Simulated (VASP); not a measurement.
# Pb (Im-3m) in VASP: single point with PBE

Aim: the single point of Pb with PBE.

All numbers are computed with VASP 6.6.1; they aren't measurements. Logs are shortened: lines on timing, memory, paths and dates and some standing lists are left out, and cuts for length are marked.

### 1 The cell of the first run

The structure is cubic, space group Im-3m (No. 229). The conventional cell has a = 4.002 Å, b = 4.002 Å, c = 4.002 Å, α = 90.00°, β = 90.00°, γ = 90.00°. Within 4.6 Å of Pb (site symmetry m-3m) lie 14 Pb at 3.47 to 4.00 Å.

### 2 Single point, PBE

Input file INCAR:

```
PREC     = Accurate       # precision mode
ENCUT    = 520            # plane-wave cutoff, eV
EDIFF    = 1E-6           # SCF threshold, eV
ISMEAR   = -1             # smearing method
SIGMA    = 0.13605693000000002 # smearing width, eV
LREAL    = False          # projectors in reciprocal space
LASPH    = True           # aspherical terms in the spheres
NELM     = 80             # most SCF steps
ALGO     = Normal         # electronic algorithm
ISIF     = 2              # what is computed and relaxed
LWAVE    = False          # write WAVECAR
LCHARG   = True           # write CHGCAR
GGA      = PE             # functional
LELF     = True           # ELF
LVHAR    = True         
NBANDS   = 13             # bands
```

Input file KPOINTS:

```
regular mesh
0
Gamma
  12 12 12
```

Input file POSCAR:

```
Pb
1.0
   -2.0007705364      2.0007705364      2.0007705364
    2.0007705364     -2.0007705364      2.0007705364
    2.0007705364      2.0007705364     -2.0007705364
Pb
1
Direct
    0.0000000000      0.0000000000      0.0000000000
```

Potentials or basis: VASP PAW PBE potentials, release 64 (Pb_d).

Run with:

```console
$ cat potpaw_PBE.64/Pb_d/POTCAR > POTCAR
$ mpirun -np 1 vasp_std > vasp.out
```

OUTCAR:

```text
PREC = Accurate
   ENCUT = 520
   EDIFF = 1E-6
   ISMEAR = -1
   LREAL = False
   LASPH = True
   NELM = 80
   ISIF = 2
   GGA = PE

 ion  position               nearest neighbor table
   1  0.000  0.000  0.000-

  LATTYP: Found a body centered cubic cell.
 ALAT       =     4.0015410728

  Lattice vectors:

 A1 = (  -2.0007705364,   2.0007705364,   2.0007705364)
 A2 = (   2.0007705364,  -2.0007705364,   2.0007705364)
 A3 = (   2.0007705364,   2.0007705364,  -2.0007705364)

Analysis of symmetry for initial positions (statically):
=====================================================================
 Subroutine PRICEL returns:
 Original cell was already a primitive cell.

 Routine SETGRP: Setting up the symmetry group for a
 body centered cubic supercell.

 Subroutine GETGRP returns: Found 48 space group operations
 (whereof 48 operations were pure point group operations)
 out of a pool of 48 trial point group operations.

The static configuration has the point symmetry O_h .

Analysis of symmetry for dynamics (positions and initial velocities):
=====================================================================
 Subroutine PRICEL returns:
 Original cell was already a primitive cell.

 Routine SETGRP: Setting up the symmetry group for a
 body centered cubic supercell.

 Subroutine GETGRP returns: Found 48 space group operations
 (whereof 48 operations were pure point group operations)
 out of a pool of 48 trial point group operations.

The dynamic configuration has the point symmetry O_h .

 Subroutine INISYM returns: Found 48 space group operations
 (whereof 48 operations are pure point group operations),
 and found     1 'primitive' translations

----------------------------------------------------------------------------------------

                                     Primitive cell

  volume of cell :      32.0370

  direct lattice vectors                    reciprocal lattice vectors
    -2.000770536  2.000770536  2.000770536     0.000000000  0.249903720  0.249903720
     2.000770536 -2.000770536  2.000770536     0.249903720  0.000000000  0.249903720
     2.000770536  2.000770536 -2.000770536     0.249903720  0.249903720  0.000000000

  length of vectors
     3.465436223  3.465436223  3.465436223     0.353417230  0.353417230  0.353417230

  position of ions in fractional coordinates (direct lattice)
     0.000000000  0.000000000  0.000000000

  ion indices of the primitive-cell ions
   primitive index   ion index
                 1           1

----------------------------------------------------------------------------------------

 KPOINTS: regular mesh

Automatic generation of k-mesh.
 Grid dimensions read from file:
 generate k-points for:   12   12   12

 Generating k-lattice:

  Cartesian coordinates                     Fractional coordinates (reciprocal lattice)
     0.000000000  0.020825310  0.020825310     0.083333333  0.000000000  0.000000000
     0.020825310  0.000000000  0.020825310     0.000000000  0.083333333  0.000000000
     0.020825310  0.020825310  0.000000000     0.000000000  0.000000000  0.083333333

  Length of vectors
     0.029451436  0.029451436  0.029451436

  Shift w.r.t. Gamma in fractional coordinates (k-lattice)
     0.000000000  0.000000000  0.000000000

 Subroutine IBZKPT returns following result:
 ===========================================

 Found     72 irreducible k-points:

 Following reciprocal coordinates:
            Coordinates               Weight
  0.000000  0.000000  0.000000      1.000000
  0.083333  0.000000  0.000000     12.000000
  0.166667  0.000000  0.000000     12.000000
  0.250000  0.000000  0.000000     12.000000
  0.333333  0.000000  0.000000     12.000000
  0.416667  0.000000  0.000000     12.000000
[... 16 lines left out ...]
  0.333333  0.083333  0.083333     24.000000
  0.416667  0.083333  0.083333     12.000000
 [... further k-points ...]
   k-points           NKPTS =     72   k-points in BZ     NKDIM =     72   number of bands    NBANDS=     13
   number of dos      NEDOS =    301   number of ions     NIONS =      1
   total plane-waves  NPLWV =  21952
   dimension x,y,z NGX =    28 NGY =   28 NGZ =   28
   dimension x,y,z NGXF=    56 NGYF=   56 NGZF=   56
   ions per type =               1
   NGX,Y,Z   is equivalent  to a cutoff of  13.43, 13.43, 13.43 a.u.
   NGXF,Y,Z  is equivalent  to a cutoff of  26.86, 26.86, 26.86 a.u.
 SYSTEM =  unknown system
   PREC   = accura    normal or accurate (medium, high low for compatibility)
   ISTART =      0    job   : 0-new  1-cont  2-samecut
   ICHARG =      2    charge: 1-file 2-atom 10-const
   ISPIN  =      1    spin polarized calculation?
   LNONCOLLINEAR =      F non collinear calculations
   LSORBIT =      F    spin-orbit coupling
   LASPH  =      T    aspherical Exc in radial PAW
   ENCUT  =  520.0 eV  38.22 Ry    6.18 a.u.   6.44  6.44  6.44*2*pi/ulx,y,z
   NELM   =     80;   NELMIN=  2; NELMDL= -5     # of ELM steps
   EDIFF  = 0.1E-05   stopping-criterion for ELM
   LREAL  =      F    real-space projection
   EDIFFG = 0.1E-04   stopping-criterion for IOM
   NSW    =      0    number of steps for IOM
   IBRION =     -1    ionic relax: 0-MD 1-quasi-New 2-CG
   NFREE  =      0    steps in history (QN), initial steepest desc. (CG)
   ISIF   =      2    stress and relaxation
   ISYM   =      2    0-nonsym 1-usesym 2-fastsym
   POTIM  = 0.5000    time-step for ionic-motion
   TEBEG  =    0.0;   TEEND  =   0.0 temperature during run
   PSTRESS=    0.0 pullay stress
   NELECT =      14.0000    total number of electrons
   NUPDOWN=      -1.0000    fix difference up-down
   EMIN   =  10.00;   EMAX   =-10.00  energy-range for DOS
   EFERMI =   0.00;   METHOD = LEGACY
   ISMEAR =    -1;   SIGMA  =   0.14  broadening in eV -4-tet -1-fermi 0-gaus
   EFERMI_NEDOS =   21; number of points for ismear=-14 and -15
   IALGO  =     38    algorithm
   IMIX   =      4    mixing-type and parameters
     AMIX     =   0.40;   BMIX     =  1.00
     AMIX_MAG =   1.60;   BMIX_MAG =  1.00
  volume/ion in A,a.u.               =      32.04       216.20
  Fermi-wavevector in a.u.,A,eV,Ry     =   1.242320  2.347645 20.998682  1.543360
  Thomas-Fermi vector in A             =   2.376680
   LORBIT       =      0    0 simple, 1 ext, 2 COOP (PROOUT), +10 PAW based schemes
   GGA     = PE    functional components
   LHFCALC =     F    Hartree Fock is set to
   AEXX    =    0.0000 exact exchange contribution
   IVDW    =     0    specifies the selected vdW correction
   LEPSILON=     F    determine dielectric tensor
   LRPA    =     F    only Hartree local field effects (RPA)
 non-spin polarized calculation
  energy-cutoff  :      520.00
  volume of cell :       32.04
 maximum number of plane-waves:       893
 NGX is ok and might be reduce to    28
   NGX = 13   NGY = 13   NGZ = 13

 number of electron      13.9999997 magnetization

 Free energy of the ion-electron system (eV)
  ---------------------------------------------------
  ext. energy  EPLUGINS =         0.00000000
  ---------------------------------------------------
  free energy    TOTEN  =        -3.53897701 eV

  energy without entropy =       -3.49950077  energy(sigma->0) =       -3.51923889

 E-fermi :   6.6645     XC(G=0):  -9.9264

 val. band max:        6.6304917975   @ k =  -0.2500   0.3333   0.0833
 cond. band min:       6.6667662847   @ k =  -0.2500   0.3333   0.1667
 fundamental gap:      0.0362744872
 Fermi energy:         6.6645031931

 k-point     1 :       0.0000    0.0000    0.0000
  band No.  band energies     occupation
      1     -10.4047      2.00000
      2     -10.4047      2.00000
      3     -10.4047      2.00000
      4     -10.1995      2.00000
      5     -10.1995      2.00000
      6      -4.7150      2.00000
      7      13.8478      0.00000
      8      13.8478      0.00000
      9      13.8478      0.00000
     10      17.7074      0.00000
     11      17.7074      0.00000
     12      17.7074      0.00000
     13      17.7278      0.00000

 k-point     2 :       0.0833    0.0000    0.0000
  band No.  band energies     occupation
      1     -10.4095      2.00000
      2     -10.3985      2.00000
      3     -10.3834      2.00000
      4     -10.2048      2.00000
      5     -10.2000      2.00000
      6      -4.5817      2.00000
      7      12.4855      0.00000
      8      13.4117      0.00000
      9      13.6831      0.00000
     10      16.7822      0.00000
     11      17.3035      0.00000
     12      17.5611      0.00000
     13      18.6368      0.00000

 k-point     3 :       0.1667    0.0000    0.0000
  band No.  band energies     occupation
      1     -10.4225      2.00000
      2     -10.3846      2.00000
      3     -10.3246      2.00000
      4     -10.2174      2.00000
      5     -10.2013      2.00000
      6      -4.1827      2.00000
      7      10.0862      0.00000
      8      12.4697      0.00000
      9      13.2280      0.00000
     10      15.6942      0.00000
     11      16.6561      0.00000
     12      17.5968      0.00000
     13      19.5068      0.00000

 k-point     4 :       0.2500    0.0000    0.0000
  band No.  band energies     occupation
      1     -10.4402      2.00000
      2     -10.3755      2.00000
      3     -10.2428      2.00000
      4     -10.2271      2.00000
      5     -10.2031      2.00000
      6      -3.5266      2.00000
      7       7.6566      0.00136
      8      11.4827      0.00000
      9      12.6465      0.00000
     10      14.8920      0.00000
     11      16.1062      0.00000
     12      18.0676      0.00000
     13      19.9644      0.00000

 k-point     5 :       0.3333    0.0000    0.0000
  band No.  band energies     occupation
      1     -10.4579      2.00000
      2     -10.3805      2.00000
      3     -10.2250      2.00000
      4     -10.2047      2.00000
      5     -10.1593      2.00000
      6      -2.6510      2.00000
      7       5.4511      1.99973
      8      10.6754      0.00000
      9      12.1271      0.00000
     10      14.3524      0.00000
     11      15.7089      0.00000
     12      18.8621      0.00000
     13      20.4188      0.00000
[... 257 lines left out ...]
 k-point    22 :       0.2500    0.0833    0.0833
  band No.  band energies     occupation
      1     -10.4429      2.00000
      2     -10.3804      2.00000
      3     -10.2225      2.00000
      4     -10.2064      2.00000
      5     -10.1635      2.00000
      6      -2.4200      2.00000
      7       5.5017      1.99961
      8       9.2244      0.00000
      9      10.5346      0.00000
     10      16.5527      0.00000
     11      17.6119      0.00000
     12      19.2480      0.00000
     13      20.5632      0.00000

 k-point    23 :       0.3333    0.0833    0.0833
  band No.  band energies     occupation
      1     -10.4536      2.00000
      2     -10.3765      2.00000
      3     -10.2151      2.00000
      4     -10.2059      2.00000
      5     -10.1250      2.00000
      6      -1.5167      2.00000
      7       3.9271      2.00000
      8       8.5986      0.00000
      9      10.1772      0.00000
     10      16.2447      0.00000
     11      17.4370      0.00000
     12      20.1320      0.00000
     13      21.0930      0.00000

 k-point    24 :       0.4167    0.0833    0.0833
  band No.  band energies     occupation
      1     -10.4574      2.00000
      2     -10.3769      2.00000
      3     -10.2105      2.00000
      4     -10.2059      2.00000
      5     -10.1111      2.00000
      6      -1.0438      2.00000
      7       3.2215      2.00000
      8       8.3930      0.00001
      9      10.0558      0.00000
     10      16.1392      0.00000
     11      17.3642      0.00000
     12      20.6156      0.00000
     13      21.3487      0.00000

 [... further k-points ...]

------------------------ aborting loop because EDIFF is reached ----------------------------------------

  FORCE on cell =-STRESS in cart. coord.  units (eV):
  Direction    XX          YY          ZZ          XY          YZ          ZX
  --------------------------------------------------------------------------------------
  -------------------------------------------------------------------------------------
  Total       -0.0056133     -0.0056133     -0.0056133     -0.0000000     -0.0000000      0.0000000
  in kB       -0.2807222     -0.2807222     -0.2807222     -0.0000000     -0.0000000      0.0000000
  external PRESSURE =      -0.2807222 kB  Pullay stress =       0.0000000 kB

 VOLUME and BASIS-vectors are now :
 -----------------------------------------------------------------------------
  energy-cutoff  :      520.00
  volume of cell :       32.04
      direct lattice vectors                 reciprocal lattice vectors
    -2.000770536  2.000770536  2.000770536     0.000000000  0.249903720  0.249903720
     2.000770536 -2.000770536  2.000770536     0.249903720  0.000000000  0.249903720
     2.000770536  2.000770536 -2.000770536     0.249903720  0.249903720  0.000000000

 POSITION                                       TOTAL-FORCE (eV/Angst)
 -----------------------------------------------------------------------------------
      0.00000      0.00000      0.00000        -0.000000      0.000000      0.000000
 -----------------------------------------------------------------------------------
    total drift:                               -0.000000     -0.000000     -0.000000

  FREE ENERGIE OF THE ION-ELECTRON SYSTEM (eV)
  ---------------------------------------------------
  free  energy   TOTEN  =        -3.5389770139 eV

  energy  without entropy=       -3.4995007659  energy(sigma->0) =       -3.51923889
```

Run time: 40 s. Hardware: 1 thread of Intel Xeon 8259CL, shared host; peak memory 0.17 GiB.

Results:

```yaml
Free_energy: -3.5390 eV
Pressure: 0.0 GPa
Band_gap_on_the_k_mesh: zero (band 7 reaches 13.85 eV, above the bottom of band 8 at 4.77 eV)
```

Caveat: spin-orbit coupling is left out, which moves the levels of the heavy elements.
